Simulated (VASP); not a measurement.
# C (Fd-3m) in VASP: notebook

Aim: see how the results for C move with the level of theory and the settings. Levels: PBE+D3(BJ), PBE. Tasks: single point.

Program: VASP 6.6.1. These are calculated values, not measurements. Logs are shortened: lines on timing, memory, paths and dates and some standing lists are left out, and cuts for length are marked.

### Step 1. The cell of the first run

Symmetry: Fd-3m, No. 227, cubic system. The conventional cell has a = 3.560 Å, b = 3.560 Å, c = 3.560 Å, α = 90.00°, β = 90.00°, γ = 90.00°. Within 2.1 Å of C (site symmetry -43m) lie 4 C at 1.54 Å.

### Step 2. Single point, PBE+D3(BJ)

The input, INCAR:

```
SYSTEM = C
ALGO = Normal ; EDIFF = 1E-6
ENCUT = 600 ; GGA = PE
GGA_COMPAT = .False. ; ISIF = 2
ISMEAR = 0 ; IVDW = 12
LASPH = .True. ; LCHARG = .True.
LELF = .True. ; LREAL = .False.
LVHAR = .True. ; LWAVE = .False.
NBANDS = 11 ; NELM = 120
PREC = Accurate ; SIGMA = 0.01
```

The input, KPOINTS:

```
k-points
0
Gamma
  8 8 8
  0 0 0
```

The input, POSCAR:

```
C
1.0
    0.0000000000      1.7801241411      1.7801241411
    1.7801241411      0.0000000000      1.7801241411
    1.7801241411      1.7801241411      0.0000000000
C
2
Direct
    0.0000000000      0.0000000000      0.0000000000
    0.2500000000      0.2500000000      0.2500000000
```

Potentials or basis: VASP PAW PBE potentials, release 64 (C).

Command:

```
cat potpaw_PBE.64/C/POTCAR > POTCAR
mpirun -np 1 vasp_std > vasp.out
```

OUTCAR:

```text
SYSTEM = C
   EDIFF = 1E-6
   ENCUT = 600
   GGA = PE
   ISIF = 2
   ISMEAR = 0
   IVDW = 12
   LASPH = .True.
   LREAL = .False.
   NELM = 120
   PREC = Accurate
 IVDW          = 12

 ion  position               nearest neighbor table
   1  0.000  0.000  0.000-   2 1.54   2 1.54   2 1.54   2 1.54
   2  0.250  0.250  0.250-   1 1.54   1 1.54   1 1.54   1 1.54

  LATTYP: Found a face centered cubic cell.
 ALAT       =     3.5602482822

  Lattice vectors:

 A1 = (   0.0000000000,   1.7801241411,   1.7801241411)
 A2 = (   1.7801241411,   0.0000000000,   1.7801241411)
 A3 = (   1.7801241411,   1.7801241411,   0.0000000000)

Analysis of symmetry for initial positions (statically):
=====================================================================
 Subroutine PRICEL returns:
 Original cell was already a primitive cell.

 Routine SETGRP: Setting up the symmetry group for a
 face centered cubic supercell.

 Subroutine GETGRP returns: Found 48 space group operations
 (whereof 24 operations were pure point group operations)
 out of a pool of 48 trial point group operations.

The static configuration has the point symmetry T_d .
 The point group associated with its full space group is O_h .

Analysis of symmetry for dynamics (positions and initial velocities):
=====================================================================
 Subroutine PRICEL returns:
 Original cell was already a primitive cell.

 Routine SETGRP: Setting up the symmetry group for a
 face centered cubic supercell.

 Subroutine GETGRP returns: Found 48 space group operations
 (whereof 24 operations were pure point group operations)
 out of a pool of 48 trial point group operations.

The dynamic configuration has the point symmetry T_d .
 The point group associated with its full space group is O_h .

 Subroutine INISYM returns: Found 48 space group operations
 (whereof 24 operations are pure point group operations),
 and found     1 'primitive' translations

----------------------------------------------------------------------------------------

                                     Primitive cell

  volume of cell :      11.2819

  direct lattice vectors                    reciprocal lattice vectors
     0.000000000  1.780124141  1.780124141    -0.280879287  0.280879287  0.280879287
     1.780124141  0.000000000  1.780124141     0.280879287 -0.280879287  0.280879287
     1.780124141  1.780124141  0.000000000     0.280879287  0.280879287 -0.280879287

  length of vectors
     2.517475703  2.517475703  2.517475703     0.486497196  0.486497196  0.486497196

  position of ions in fractional coordinates (direct lattice)
     0.000000000  0.000000000  0.000000000
     0.250000000  0.250000000  0.250000000

  ion indices of the primitive-cell ions
   primitive index   ion index
                 1           1
                 2           2

----------------------------------------------------------------------------------------

 KPOINTS: k-points

Automatic generation of k-mesh.
 Grid dimensions read from file:
 generate k-points for:    8    8    8

 Generating k-lattice:

  Cartesian coordinates                     Fractional coordinates (reciprocal lattice)
    -0.035109911  0.035109911  0.035109911     0.125000000  0.000000000  0.000000000
     0.035109911 -0.035109911  0.035109911     0.000000000  0.125000000  0.000000000
     0.035109911  0.035109911 -0.035109911     0.000000000  0.000000000  0.125000000

  Length of vectors
     0.060812150  0.060812150  0.060812150

  Shift w.r.t. Gamma in fractional coordinates (k-lattice)
     0.000000000  0.000000000  0.000000000

 Subroutine IBZKPT returns following result:
 ===========================================

 Found     29 irreducible k-points:

 Following reciprocal coordinates:
            Coordinates               Weight
  0.000000  0.000000  0.000000      1.000000
  0.125000  0.000000  0.000000      8.000000
  0.250000  0.000000  0.000000      8.000000
  0.375000  0.000000  0.000000      8.000000
  0.500000  0.000000  0.000000      4.000000
  0.125000  0.125000  0.000000      6.000000
[... 16 lines left out ...]
  0.500000  0.250000  0.125000     48.000000
 -0.375000  0.250000  0.125000     24.000000
 [... further k-points ...]
   k-points           NKPTS =     29   k-points in BZ     NKDIM =     29   number of bands    NBANDS=     11
   number of dos      NEDOS =    301   number of ions     NIONS =      2
   total plane-waves  NPLWV =   8000
   dimension x,y,z NGX =    20 NGY =   20 NGZ =   20
   dimension x,y,z NGXF=    40 NGYF=   40 NGZF=   40
   ions per type =               2
   NGX,Y,Z   is equivalent  to a cutoff of  13.21, 13.21, 13.21 a.u.
   NGXF,Y,Z  is equivalent  to a cutoff of  26.41, 26.41, 26.41 a.u.
 SYSTEM =  C
   PREC   = accura    normal or accurate (medium, high low for compatibility)
   ISTART =      0    job   : 0-new  1-cont  2-samecut
   ICHARG =      2    charge: 1-file 2-atom 10-const
   ISPIN  =      1    spin polarized calculation?
   LNONCOLLINEAR =      F non collinear calculations
   LSORBIT =      F    spin-orbit coupling
   LASPH  =      T    aspherical Exc in radial PAW
   ENCUT  =  600.0 eV  44.10 Ry    6.64 a.u.   5.03  5.03  5.03*2*pi/ulx,y,z
   NELM   =    120;   NELMIN=  2; NELMDL= -5     # of ELM steps
   EDIFF  = 0.1E-05   stopping-criterion for ELM
   LREAL  =      F    real-space projection
   EDIFFG = 0.1E-04   stopping-criterion for IOM
   NSW    =      0    number of steps for IOM
   IBRION =     -1    ionic relax: 0-MD 1-quasi-New 2-CG
   NFREE  =      0    steps in history (QN), initial steepest desc. (CG)
   ISIF   =      2    stress and relaxation
   ISYM   =      2    0-nonsym 1-usesym 2-fastsym
   POTIM  = 0.5000    time-step for ionic-motion
   TEBEG  =    0.0;   TEEND  =   0.0 temperature during run
   PSTRESS=    0.0 pullay stress
   NELECT =       8.0000    total number of electrons
   NUPDOWN=      -1.0000    fix difference up-down
   EMIN   =  10.00;   EMAX   =-10.00  energy-range for DOS
   EFERMI =   0.00;   METHOD = LEGACY
   ISMEAR =     0;   SIGMA  =   0.01  broadening in eV -4-tet -1-fermi 0-gaus
   EFERMI_NEDOS =   21; number of points for ismear=-14 and -15
   IALGO  =     38    algorithm
   IMIX   =      4    mixing-type and parameters
     AMIX     =   0.40;   BMIX     =  1.00
     AMIX_MAG =   1.60;   BMIX_MAG =  1.00
  volume/ion in A,a.u.               =       5.64        38.07
  Fermi-wavevector in a.u.,A,eV,Ry     =   1.459860  2.758735 28.996616  2.131191
  Thomas-Fermi vector in A             =   2.576377
   LORBIT       =      0    0 simple, 1 ext, 2 COOP (PROOUT), +10 PAW based schemes
   GGA     = PE    functional components
   LHFCALC =     F    Hartree Fock is set to
   AEXX    =    0.0000 exact exchange contribution
   IVDW    =    12    specifies the selected vdW correction
   LEPSILON=     F    determine dielectric tensor
   LRPA    =     F    only Hartree local field effects (RPA)
 non-spin polarized calculation
 Gauss-broadening in eV      SIGMA  =   0.01
  energy-cutoff  :      600.00
  volume of cell :       11.28
 maximum number of plane-waves:       388
   NGX =  9   NGY =  9   NGZ =  9

 number of electron       7.9999999 magnetization

 Free energy of the ion-electron system (eV)
  ---------------------------------------------------
  ext. energy  EPLUGINS =         0.00000000
  ---------------------------------------------------
  free energy    TOTEN  =       -18.18777017 eV

  energy without entropy =      -18.18777017  energy(sigma->0) =      -18.18777017

 E-fermi :   9.8604     XC(G=0): -13.2780

 val. band max:        9.8081423191   @ k =   0.0000   0.0000   0.0000
 cond. band min:      13.9528048206   @ k =   0.3750   0.3750   0.0000
 fundamental gap:      4.1446625014
 Fermi energy:         9.8603503634

 k-point     1 :       0.0000    0.0000    0.0000
  band No.  band energies     occupation
      1     -11.7421      2.00000
      2       9.8081      2.00000
      3       9.8081      2.00000
      4       9.8081      2.00000
      5      15.4133      0.00000
      6      15.4133      0.00000
      7      15.4133      0.00000
      8      23.2649      0.00000
      9      29.1731      0.00000
     10      36.4041      0.00000
     11      36.4041      0.00000

 k-point     2 :       0.1250    0.0000    0.0000
  band No.  band energies     occupation
      1     -11.3085      2.00000
      2       7.3830      2.00000
      3       9.1519      2.00000
      4       9.1519      2.00000
      5      16.2765      0.00000
      6      16.2765      0.00000
      7      16.7116      0.00000
      8      23.6227      0.00000
      9      29.8239      0.00000
     10      33.3348      0.00000
     11      33.3348      0.00000

 k-point     3 :       0.2500    0.0000    0.0000
  band No.  band energies     occupation
      1     -10.0206      2.00000
      2       3.1907      2.00000
      3       8.0531      2.00000
      4       8.0531      2.00000
      5      17.6226      0.00000
      6      17.6226      0.00000
      7      18.0041      0.00000
      8      24.5331      0.00000
      9      30.5918      0.00000
     10      32.2500      0.00000
     11      32.2500      0.00000
[... 267 lines left out ...]
 k-point    23 :       0.5000    0.2500    0.1250
  band No.  band energies     occupation
      1      -6.8566      2.00000
      2      -0.0741      2.00000
      3       3.5028      2.00000
      4       5.7057      2.00000
      5      17.8004      0.00000
      6      19.4822      0.00000
      7      22.2705      0.00000
      8      23.2080      0.00000
      9      30.0546      0.00000
     10      32.2084      0.00000
     11      36.0370      0.00000

 k-point    24 :      -0.3750    0.2500    0.1250
  band No.  band energies     occupation
      1      -4.9216      2.00000
      2      -2.6090      2.00000
      3       3.4702      2.00000
      4       5.0945      2.00000
      5      18.1255      0.00000
      6      19.3037      0.00000
      7      22.9334      0.00000
      8      24.7398      0.00000
      9      28.1810      0.00000
     10      33.8180      0.00000
     11      36.2189      0.00000

 [... further k-points ...]

------------------------ aborting loop because EDIFF is reached ----------------------------------------

 Edisp (eV)   -0.38469

 E8    (eV) :    -0.1107

  FORCE on cell =-STRESS in cart. coord.  units (eV):
  Direction    XX          YY          ZZ          XY          YZ          ZX
  --------------------------------------------------------------------------------------
  -------------------------------------------------------------------------------------
  Total      -0.08564    -0.08564    -0.08564     0.00000     0.00000    -0.00000
  in kB     -12.16171   -12.16171   -12.16171     0.00000     0.00000    -0.00000
  external pressure =      -12.16 kB  Pullay stress =        0.00 kB

 VOLUME and BASIS-vectors are now :
 -----------------------------------------------------------------------------
  energy-cutoff  :      600.00
  volume of cell :       11.28
      direct lattice vectors                 reciprocal lattice vectors
     0.000000000  1.780124141  1.780124141    -0.280879287  0.280879287  0.280879287
     1.780124141  0.000000000  1.780124141     0.280879287 -0.280879287  0.280879287
     1.780124141  1.780124141  0.000000000     0.280879287  0.280879287 -0.280879287

 POSITION                                       TOTAL-FORCE (eV/Angst)
 -----------------------------------------------------------------------------------
      0.00000      0.00000      0.00000         0.000000     -0.000000      0.000000
      0.89006      0.89006      0.89006        -0.000000      0.000000     -0.000000
 -----------------------------------------------------------------------------------
    total drift:                                0.000000      0.000000      0.000000

  FREE ENERGIE OF THE ION-ELECTRON SYSTEM (eV)
  ---------------------------------------------------
  free  energy   TOTEN  =       -18.5724596939 eV

  energy  without entropy=      -18.5724596939  energy(sigma->0) =      -18.57245969
```

Run time: 6 s. Hardware: 1 thread of Intel Xeon 6975P-C, shared host; peak memory 0.13 GiB.

What came out:

```
Free energy                : -18.5725 eV
Pressure                   : -1.2 GPa
Band gap on the k mesh     : 4.14 eV, indirect (least direct gap 5.61 eV)
Dispersion energy per atom : -0.192 eV
```

A k mesh can miss the band edges. As with any semilocal functional, this PBE gap is likely too small.

### Step 3. Single point, PBE

The input, INCAR:

```
SYSTEM = C
PREC = Accurate
ENCUT = 600
EDIFF = 1E-6
ISMEAR = 0
SIGMA = 0.01
LREAL = .FALSE.
LASPH = .TRUE.
NELM = 120
ALGO = Normal
ISIF = 2
LWAVE = .FALSE.
LCHARG = .TRUE.
GGA = PE
LELF = .TRUE.
LVHAR = .TRUE.
NBANDS = 11
ISYM = 0
GGA_COMPAT = .FALSE.
```

The input, KPOINTS:

```
Automatic mesh
0
Gamma
  8 8 8
  0 0 0.5
```

POSCAR is that of step 2.

Potentials or basis: VASP PAW PBE potentials, release 64 (C).

Command:

```
cat potpaw_PBE.64/C/POTCAR > POTCAR
mpirun -np 1 vasp_std > vasp.out
```

It took 96 s on 1 thread of Intel Xeon 6975P-C, shared host; peak memory 0.22 GiB.

It converged, with:

```
Free energy            : -18.1886 eV
Pressure               : 4.2 GPa
Band gap on the k mesh : 4.64 eV, indirect (least direct gap 6.04 eV)
```

Levels at points of the mesh, in eV from the valence-band top:
| k point | band 1 | band 2 | band 3 | band 4 | band 5 | band 6 | band 7 | band 8 |
| --- | --- | --- | --- | --- | --- | --- | --- | --- |
| (0.00, 0.00, 0.06) | -21.25 | -0.55 | 0.00 | 0.00 | 6.04 | 6.04 | 6.24 | 13.74 |
